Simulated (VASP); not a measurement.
Crystal: TiCo.

```
Co Ti
1.0
     2.98611    0.00000    0.00000
     0.00000    2.98611    0.00000
     0.00000    0.00000    2.98611
Co Ti
1 1
Direct
  0.50000 0.50000 0.50000
  0.00000 0.00000 0.00000
```

- Program: VASP 6.6.1
- Task: relaxation of cell and atoms
- Functional: PBE
- Dispersion: D3(BJ)
- Potentials or basis: VASP PAW PBE potentials, release 64 (Co, Ti_sv)
- Cutoff: 600 eV
- k mesh: 9 × 9 × 9
- Occupations: fermi-dirac, width 0.05 eV
- Spin: collinear spin, ferromagnetic start
- Starting moments: [2.0, 1.0] μB

At the start: pressure -7.9 GPa; volume 13.31 Å³/atom.

Where does the relaxation end?

Over 3 steps the energy falls by 16.4 meV/atom and the volume is 12.68 Å³/atom (-4.8 %); space group Pm-3m (No. 221, to 0.1 Å) before and after; moment 0.69 μB per cell.

Step by step:
| step | energy change (eV) | largest force (eV/Å) | pressure (GPa) | volume (Å³) |
| --- | --- | --- | --- | --- |
| 1 | 0.0000 | 0.0000 | -7.89 | 26.63 |
| 2 | 0.0003 | 0.0000 | 9.57 | 24.18 |
| 3 | -0.0329 | 0.0000 | 0.00 | 25.36 |

Final structure:
```cif
data_structure
_symmetry_space_group_name_H-M 'P 1'
_symmetry_Int_Tables_number 1
_cell_length_a 2.9379
_cell_length_b 2.9379
_cell_length_c 2.9379
_cell_angle_alpha 90.000
_cell_angle_beta 90.000
_cell_angle_gamma 90.000
_cell_volume 25.36
loop_
_atom_site_label
_atom_site_type_symbol
_atom_site_fract_x
_atom_site_fract_y
_atom_site_fract_z
_atom_site_occupancy
Co1 Co 0.50000 0.50000 0.50000 1
Ti1 Ti 0.00000 0.00000 0.00000 1
```
